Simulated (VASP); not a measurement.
Input of a VASP 6.6.1 run:

Contents of INCAR:

```
PREC = Accurate
ENCUT = 520
EDIFF = 1E-7
ISMEAR = -1
SIGMA = 0.1
LREAL = False
LASPH = True
NELM = 60
ALGO = Normal
ISIF = 2
LWAVE = False
LCHARG = False
GGA = PS
NBANDS = 12
```

The input KPOINTS:

```
regular mesh
0
Gamma
  8 8 8
```

POSCAR

```
P
1.0
    1.7428126792      1.0062133723      3.1606689562
   -1.7428126792      1.0062133723      3.1606689562
    0.0000000000     -2.0124267345      3.1606689562
P
2
Direct
    0.2270802500      0.2270802500      0.2270802500
    0.7729197500      0.7729197500      0.7729197500
```

Potentials or basis: VASP PAW PBE potentials, release 64 (P).

Command:

```sh
$ cat potpaw_PBE.64/P/POTCAR > POTCAR
$ mpirun -np 1 vasp_std > vasp.out
```

(1) Estimate the pressure.

(2) What does it give for the largest force?

(3) Estimate the band gap on the k mesh.

Results:

(1) -4.1 GPa.

(2) 0.039 eV/Å.

(3) zero (band 5 reaches 8.72 eV, above the bottom of band 6 at 8.22 eV).

Caveat: the PAW data sets were made with another functional, which shifts forces and pressure a little.
